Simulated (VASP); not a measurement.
# WS2 (R3m) in VASP: notebook

The runs below take WS2 through single point, with PBEsol.

Program: VASP 6.6.1. These are calculated values, not measurements. Logs are shortened: lines on timing, memory, paths and dates and some standing lists are left out, and cuts for length are marked.

## Step 1: The cell of the first run

Symmetry: R3m, No. 160, trigonal system. Conventional cell: a = 3.053 Å, b = 3.053 Å, c = 19.398 Å, α = 90.00°, β = 90.00°, γ = 120.00°. W (site symmetry 3m) has 6 S at 2.37 Å and 6 W at 3.05 Å within 3.1 Å. S (site symmetry 3m) has 3 W at 2.37 Å and 7 S at 3.05 to 3.18 Å within 3.2 Å. Within 3.2 Å of S (site symmetry 3m) lie 3 W at 2.37 Å and 7 S at 3.05 to 3.18 Å.

## Step 2: Single point, PBEsol (strain -0.030 along x and y, +0.015 along z)

INCAR

```
ALGO     = Normal         # electronic algorithm
EDIFF    = 1E-6           # SCF threshold, eV
ENCUT    = 520            # plane-wave cutoff, eV
GGA      = PS             # functional
ISIF     = 2              # what is computed and relaxed
ISMEAR   = 0              # smearing method
LASPH    = T              # aspherical terms in the spheres
LCHARG   = F              # write CHGCAR
LREAL    = F              # projectors in reciprocal space
LWAVE    = F              # write WAVECAR
NBANDS   = 20             # bands
NELM     = 100            # most SCF steps
PREC     = Accurate       # precision mode
SIGMA    = 0.05           # smearing width, eV
```

KPOINTS

```
k-points
0
Gamma
  12 12 12
```

POSCAR

```
WS2
1.0
    1.5265893002      0.8813767434      6.4660217133
   -1.5265893002      0.8813767434      6.4660217133
    0.0000000000     -1.7627534868      6.4660217133
W S
1 2
Direct
    0.9993284863      0.9993284863      0.9993284863
    0.7479630314      0.7479630314      0.7479630314
    0.5840084823      0.5840084823      0.5840084823
```

Potentials or basis: VASP PAW PBE potentials, release 64 (W_sv, S).

On the command line:

```sh
cat potpaw_PBE.64/W_sv/POTCAR potpaw_PBE.64/S/POTCAR > POTCAR
mpirun -np 1 vasp_std > vasp.out
```

OUTCAR:

```text
EDIFF = 1E-6
   ENCUT = 520
   GGA = PS
   ISIF = 2
   ISMEAR = 0
   LASPH = T
   LREAL = F
   NELM = 100
   PREC = Accurate

 ion  position               nearest neighbor table
   1  0.999  0.999  0.999-   2 2.37   2 2.37   2 2.37   3 2.37   3 2.37   3 2.37
   2  0.748  0.748  0.748-   1 2.37   1 2.37   1 2.37
   3  0.584  0.584  0.584-   1 2.37   1 2.37   1 2.37

  LATTYP: Found a trigonal (rhomboedric) cell.
 ALAT       =     6.7019949755
 COS(alpha) =     0.8962313353

  Lattice vectors:

 A1 = (   1.5265893002,   0.8813767434,   6.4660217133)
 A2 = (  -1.5265893002,   0.8813767434,   6.4660217133)
 A3 = (   0.0000000000,  -1.7627534868,   6.4660217133)

Analysis of symmetry for initial positions (statically):
=====================================================================
 Subroutine PRICEL returns:
 Original cell was already a primitive cell.

 Routine SETGRP: Setting up the symmetry group for a
 trigonal (rhombohedral) supercell.

 Subroutine GETGRP returns: Found  6 space group operations
 (whereof  6 operations were pure point group operations)
 out of a pool of 12 trial point group operations.

The static configuration has the point symmetry C_3v.

Analysis of symmetry for dynamics (positions and initial velocities):
=====================================================================
 Subroutine PRICEL returns:
 Original cell was already a primitive cell.

 Routine SETGRP: Setting up the symmetry group for a
 trigonal (rhombohedral) supercell.

 Subroutine GETGRP returns: Found  6 space group operations
 (whereof  6 operations were pure point group operations)
 out of a pool of 12 trial point group operations.

The dynamic configuration has the point symmetry C_3v.

 Subroutine INISYM returns: Found  6 space group operations
 (whereof  6 operations are pure point group operations),
 and found     1 'primitive' translations

----------------------------------------------------------------------------------------

                                     Primitive cell

  volume of cell :      52.2002

  direct lattice vectors                    reciprocal lattice vectors
     1.526589300  0.881376743  6.466021713     0.327527515  0.189098099  0.051551533
    -1.526589300  0.881376743  6.466021713    -0.327527515  0.189098099  0.051551533
     0.000000000 -1.762753487  6.466021713     0.000000000 -0.378196198  0.051551533

  length of vectors
     6.701994976  6.701994976  6.701994976     0.381693496  0.381693496  0.381693496

  position of ions in fractional coordinates (direct lattice)
     0.999328486  0.999328486  0.999328486
     0.747963031  0.747963031  0.747963031
     0.584008482  0.584008482  0.584008482

  ion indices of the primitive-cell ions
   primitive index   ion index
                 1           1
                 2           2
                 3           3

----------------------------------------------------------------------------------------

 KPOINTS: k-points

Automatic generation of k-mesh.
 Grid dimensions read from file:
 generate k-points for:   12   12   12

 Generating k-lattice:

  Cartesian coordinates                     Fractional coordinates (reciprocal lattice)
     0.027293960  0.015758175  0.004295961     0.083333333 -0.000000000 -0.000000000
    -0.027293960  0.015758175  0.004295961    -0.000000000  0.083333333 -0.000000000
     0.000000000 -0.031516350  0.004295961    -0.000000000 -0.000000000  0.083333333

  Length of vectors
     0.031807791  0.031807791  0.031807791

  Shift w.r.t. Gamma in fractional coordinates (k-lattice)
     0.000000000  0.000000000  0.000000000

 Subroutine IBZKPT returns following result:
 ===========================================

 Found    189 irreducible k-points:

 Following reciprocal coordinates:
            Coordinates               Weight
  0.000000  0.000000  0.000000      1.000000
  0.083333  0.000000  0.000000      6.000000
  0.166667 -0.000000  0.000000      6.000000
  0.250000  0.000000  0.000000      6.000000
  0.333333  0.000000  0.000000      6.000000
  0.416667  0.000000  0.000000      6.000000
[... 16 lines left out ...]
  0.500000  0.166667  0.000000     12.000000
 -0.416667  0.166667 -0.000000     12.000000
 [... further k-points ...]
   k-points           NKPTS =    189   k-points in BZ     NKDIM =    189   number of bands    NBANDS=     20
   number of dos      NEDOS =    301   number of ions     NIONS =      3
   total plane-waves  NPLWV = 125000
   dimension x,y,z NGX =    50 NGY =   50 NGZ =   50
   dimension x,y,z NGXF=   100 NGYF=  100 NGZF=  100
   ions per type =               1   2
   NGX,Y,Z   is equivalent  to a cutoff of  12.40, 12.40, 12.40 a.u.
   NGXF,Y,Z  is equivalent  to a cutoff of  24.81, 24.81, 24.81 a.u.
 SYSTEM =  unknown system
   PREC   = accura    normal or accurate (medium, high low for compatibility)
   ISTART =      0    job   : 0-new  1-cont  2-samecut
   ICHARG =      2    charge: 1-file 2-atom 10-const
   ISPIN  =      1    spin polarized calculation?
   LNONCOLLINEAR =      F non collinear calculations
   LSORBIT =      F    spin-orbit coupling
   LASPH  =      T    aspherical Exc in radial PAW
   ENCUT  =  520.0 eV  38.22 Ry    6.18 a.u.  12.46 12.46 12.46*2*pi/ulx,y,z
   NELM   =    100;   NELMIN=  2; NELMDL= -5     # of ELM steps
   EDIFF  = 0.1E-05   stopping-criterion for ELM
   LREAL  =      F    real-space projection
   EDIFFG = 0.1E-04   stopping-criterion for IOM
   NSW    =      0    number of steps for IOM
   IBRION =     -1    ionic relax: 0-MD 1-quasi-New 2-CG
   NFREE  =      0    steps in history (QN), initial steepest desc. (CG)
   ISIF   =      2    stress and relaxation
   ISYM   =      2    0-nonsym 1-usesym 2-fastsym
   POTIM  = 0.5000    time-step for ionic-motion
   TEBEG  =    0.0;   TEEND  =   0.0 temperature during run
   PSTRESS=    0.0 pullay stress
   NELECT =      26.0000    total number of electrons
   NUPDOWN=      -1.0000    fix difference up-down
   EMIN   =  10.00;   EMAX   =-10.00  energy-range for DOS
   EFERMI =   0.00;   METHOD = LEGACY
   ISMEAR =     0;   SIGMA  =   0.05  broadening in eV -4-tet -1-fermi 0-gaus
   EFERMI_NEDOS =   21; number of points for ismear=-14 and -15
   IALGO  =     38    algorithm
   IMIX   =      4    mixing-type and parameters
     AMIX     =   0.40;   BMIX     =  1.00
     AMIX_MAG =   1.60;   BMIX_MAG =  1.00
  volume/ion in A,a.u.               =      17.40       117.42
  Fermi-wavevector in a.u.,A,eV,Ry     =   1.297703  2.452303 22.912651  1.684032
  Thomas-Fermi vector in A             =   2.429078
   LORBIT       =      0    0 simple, 1 ext, 2 COOP (PROOUT), +10 PAW based schemes
   GGA     = PS    functional components
   LHFCALC =     F    Hartree Fock is set to
   AEXX    =    0.0000 exact exchange contribution
   IVDW    =     0    specifies the selected vdW correction
   LEPSILON=     F    determine dielectric tensor
   LRPA    =     F    only Hartree local field effects (RPA)
 non-spin polarized calculation
 Gauss-broadening in eV      SIGMA  =   0.05
  energy-cutoff  :      520.00
  volume of cell :       52.20
 maximum number of plane-waves:      1420
 NGX is ok and might be reduce to    50
   NGX = 25   NGY = 25   NGZ = 25

 number of electron      26.0000001 magnetization

 Free energy of the ion-electron system (eV)
  ---------------------------------------------------
  ext. energy  EPLUGINS =         0.00000000
  ---------------------------------------------------
  free energy    TOTEN  =       -25.17316199 eV

  energy without entropy =      -25.17316199  energy(sigma->0) =      -25.17316199

 E-fermi :   7.4964     XC(G=0): -11.1202

 val. band max:        7.1299877420   @ k =   0.5000   0.5000   0.5000
 cond. band min:       8.4542650824   @ k =  -0.1667   0.1667   0.0000
 fundamental gap:      1.3242773404
 Fermi energy:         7.4963728828

 k-point     1 :       0.0000    0.0000    0.0000
  band No.  band energies     occupation
      1     -66.8261      2.00000
      2     -31.1930      2.00000
      3     -30.8738      2.00000
      4     -30.8738      2.00000
      5      -8.3635      2.00000
      6      -6.4605      2.00000
[... 12 lines left out ...]
     19      15.3250      0.00000
     20      15.9813      0.00000

 k-point     2 :       0.0833    0.0000    0.0000
  band No.  band energies     occupation
      1     -66.8240      2.00000
      2     -31.1864      2.00000
      3     -30.9097      2.00000
      4     -30.8820      2.00000
      5      -8.2272      2.00000
      6      -6.4127      2.00000
[... 12 lines left out ...]
     19      15.4889      0.00000
     20      16.4946      0.00000

 k-point     3 :       0.1667   -0.0000    0.0000
  band No.  band energies     occupation
      1     -66.8184      2.00000
      2     -31.1684      2.00000
      3     -31.0065      2.00000
      4     -30.9043      2.00000
      5      -7.8372      2.00000
      6      -6.2760      2.00000
[... 12 lines left out ...]
     19      16.0464      0.00000
     20      16.8853      0.00000

 k-point     4 :       0.2500    0.0000    0.0000
  band No.  band energies     occupation
      1     -66.8108      2.00000
      2     -31.1437      2.00000
      3     -31.1365      2.00000
      4     -30.9346      2.00000
      5      -7.2500      2.00000
      6      -6.0718      2.00000
[... 12 lines left out ...]
     19      15.9087      0.00000
     20      16.5340      0.00000

 k-point     5 :       0.3333    0.0000    0.0000
  band No.  band energies     occupation
      1     -66.8031      2.00000
      2     -31.2637      2.00000
      3     -31.1189      2.00000
      4     -30.9646      2.00000
      5      -6.5673      2.00000
      6      -5.8423      2.00000
[... 12 lines left out ...]
     19      15.0334      0.00000
     20      15.4658      0.00000
[... 353 lines left out ...]
      6      -5.9835      2.00000
[... 12 lines left out ...]
     19      15.9227      0.00000
     20      16.5165      0.00000

 k-point    22 :       0.4167    0.1667    0.0000
  band No.  band energies     occupation
      1     -66.8003      2.00000
      2     -31.2632      2.00000
      3     -31.1099      2.00000
      4     -31.0244      2.00000
      5      -6.2759      2.00000
      6      -5.7580      2.00000
[... 12 lines left out ...]
     19      15.4497      0.00000
     20      16.3128      0.00000

 k-point    23 :       0.5000    0.1667    0.0000
  band No.  band energies     occupation
      1     -66.7954      2.00000
      2     -31.3245      2.00000
      3     -31.0941      2.00000
      4     -31.0622      2.00000
      5      -5.7361      2.00000
      6      -5.5616      2.00000
[... 12 lines left out ...]
     19      15.4857      0.00000
     20      16.2791      0.00000

 k-point    24 :      -0.4167    0.1667   -0.0000
  band No.  band energies     occupation
      1     -66.7937      2.00000
      2     -31.3465      2.00000
      3     -31.0883      2.00000
      4     -31.0762      2.00000
      5      -5.5173      2.00000
      6      -5.4785      2.00000
[... 12 lines left out ...]
     19      15.9216      0.00000
     20      16.2896      0.00000

 [... further k-points ...]

------------------------ aborting loop because EDIFF is reached ----------------------------------------

  FORCE on cell =-STRESS in cart. coord.  units (eV):
  Direction    XX          YY          ZZ          XY          YZ          ZX
  --------------------------------------------------------------------------------------
  -------------------------------------------------------------------------------------
  Total        3.5145461      3.5145461      0.8933482      0.0000000      0.0000000      0.0000000
  in kB      107.8717220    107.8717220     27.4194746      0.0000000      0.0000000      0.0000000
  external PRESSURE =      81.0543062 kB  Pullay stress =       0.0000000 kB

 VOLUME and BASIS-vectors are now :
 -----------------------------------------------------------------------------
  energy-cutoff  :      520.00
  volume of cell :       52.20
      direct lattice vectors                 reciprocal lattice vectors
     1.526589300  0.881376743  6.466021713     0.327527515  0.189098099  0.051551533
    -1.526589300  0.881376743  6.466021713    -0.327527515  0.189098099  0.051551533
     0.000000000 -1.762753487  6.466021713     0.000000000 -0.378196198  0.051551533

 POSITION                                       TOTAL-FORCE (eV/Angst)
 -----------------------------------------------------------------------------------
      0.00000      0.00000     19.38504         0.000000     -0.000000     -0.000125
      0.00000      0.00000     14.50904         0.000000      0.000000      0.281285
      0.00000      0.00000     11.32863         0.000000     -0.000000     -0.281161
 -----------------------------------------------------------------------------------
    total drift:                                0.000000      0.000000      0.000150

  FREE ENERGIE OF THE ION-ELECTRON SYSTEM (eV)
  ---------------------------------------------------
  free  energy   TOTEN  =       -25.1731619887 eV

  energy  without entropy=      -25.1731619887  energy(sigma->0) =      -25.17316199
```

Wall time 6.4 min (1 thread of AMD EPYC 9R45 (Zen 5), shared host); peak memory 0.42 GiB.

What came out:

- Free energy: -25.1732 eV
- Pressure: 8.1 GPa
- Largest force: 0.281 eV/Å
- Band gap on the k mesh: 1.32 eV (least direct gap 2.39 eV)

Forces in eV/Å, atoms in the order of the input:
```
W    0.000  0.000  0.000
S    0.000  0.000  0.281
S    0.000  0.000 -0.281
```

Caveat: the cell differs from its parent crystal (strain -0.030 along x and y, +0.015 along z); the cell stands under pressure; the PAW data sets were made with another functional, which shifts forces and pressure a little; spin-orbit coupling is left out, which moves the levels of the heavy elements.

## Step 3: Single point, PBEsol (strain -0.015 along x and y, -0.015 along z)

INCAR

```
SYSTEM = WS2
PREC = Accurate
ENCUT = 520
EDIFF = 1E-6
ISMEAR = 0
SIGMA = 0.05
LREAL = .FALSE.
LASPH = .TRUE.
NELM = 80
ALGO = Normal
ISIF = 2
LWAVE = .FALSE.
LCHARG = .TRUE.
GGA = PS
LELF = .TRUE.
LVHAR = .TRUE.
NBANDS = 20
```

KPOINTS

```
Automatic mesh
0
G
  12 12 12
  0 0 0
```

POSCAR

```
WS2
1.0
    1.5501963512      0.8950062807      6.2749077711
   -1.5501963512      0.8950062807      6.2749077711
    0.0000000000     -1.7900125614      6.2749077711
W S
1 2
Direct
    0.9993284863      0.9993284863      0.9993284863
    0.7479630314      0.7479630314      0.7479630314
    0.5840084823      0.5840084823      0.5840084823
```

Potentials or basis: VASP PAW PBE potentials, release 64 (W_sv, S).

On the command line:

```sh
cat potpaw_PBE.64/W_sv/POTCAR potpaw_PBE.64/S/POTCAR > POTCAR
mpirun -np 1 vasp_std > vasp.out
```

It took 6.7 min on 1 thread of AMD EPYC 9R45 (Zen 5), shared host; peak memory 0.42 GiB.

The run converged. Its results:

| Property | Result |
| --- | --- |
| Free energy | -25.2109 eV |
| Pressure | 8.4 GPa |
| Largest force | 0.902 eV/Å |
| Band gap on the k mesh | 1.14 eV (least direct gap 2.05 eV) |

Forces in eV/Å, atoms in the order of the input:
```
W    0.000  0.000  0.000
S    0.000  0.000  0.902
S    0.000  0.000 -0.902
```

Stress tensor (GPa, compression positive):
```
8.13 0.00 0.00
0.00 8.13 0.00
0.00 0.00 8.80
```

Levels at points of the mesh, in eV from the valence-band top:
```tsv
k point	band 9	band 10	band 11	band 12	band 13	band 14	band 15	band 16	band 17	band 18
(0.00, 0.00, 0.00)	-3.58	-2.22	-2.22	-1.72	-1.27	2.50	2.50	2.84	2.84	5.06
(0.50, 0.00, 0.00)	-5.43	-4.20	-2.59	-1.69	-1.69	2.63	2.86	3.84	4.33	4.60
(0.50, 0.50, 0.00)	-5.17	-4.15	-3.11	-1.83	-1.51	2.59	3.04	3.43	4.74	5.10
(0.50, 0.50, 0.50)	-3.59	-3.59	-2.20	-2.20	0.00	2.57	2.57	2.73	2.73	5.21
```

Caveat: the cell differs from its parent crystal (strain -0.015 along x and y, -0.015 along z); the cell stands under pressure; the PAW data sets were made with another functional, which shifts forces and pressure a little; spin-orbit coupling is left out, which moves the levels of the heavy elements. A k mesh can miss the band edges.

(Continued in part 2 of 2.)
